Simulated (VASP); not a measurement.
Set up this calculation in VASP 6.6.1, as the native input.

```
Task                   : single point
Functional             : revPBE
Potentials or basis    : VASP PAW PBE potentials, release 64 (Bi_d)
Cutoff                 : 520 eV
k mesh                 : 7 × 7 × 11
Occupations            : fermi-dirac, width 0.1 eV
Spin                   : no spin polarisation
Dipole correction      : no
Further INCAR settings : ALGO = Normal; EDIFF = 1e-06; NBANDS = 30
```

The structure of Bi lies in POSCAR:

```
Bi
1.0
    5.5334809680      0.0000000000      0.0000000000
   -2.7667404840      4.7921350897      0.0000000000
    0.0000000000      0.0000000000      3.2539855209
Bi
3
Direct
    0.0000000000      0.0000000000      0.0000000000
    0.3333333333      0.6666666667      0.5000000000
    0.6666666667      0.3333333333      0.5000000000
```

This isn't the form of Bi at room conditions, which is rhombohedral.

The input as run:

INCAR

```
  PREC = Accurate
  ENCUT = 520
  EDIFF = 1E-6
  ISMEAR = -1
  SIGMA = 0.1
  LREAL = F
  LASPH = T
  NELM = 80
  ALGO = Normal
  ISIF = 2
  LWAVE = F
  LCHARG = F
  GGA = RE
  NBANDS = 30
```

KPOINTS

```
Automatic mesh
0
Gamma
  7 7 11
```

Potentials or basis: VASP PAW PBE potentials, release 64 (Bi_d).

The run is started by

```bash
$ cat potpaw_PBE.64/Bi_d/POTCAR > POTCAR
$ mpirun -np 1 vasp_std > vasp.out
```

It gave:

```json
{
  "Pressure": "8.1 GPa",
  "Band gap on the k mesh": "zero (an odd number of electrons rules out a gap without spin polarisation)"
}
```

Caveat: the cell stands under pressure; the PAW data sets were made with another functional, which shifts forces and pressure a little; spin-orbit coupling is left out, which moves the levels of the heavy elements.

It took 120 s on 1 thread of Intel(R) Xeon(R) Platinum 8259CL CPU @ 2.50GHz (Skylake/Cascade Lake) (shared host), peak memory 0.24 GiB.
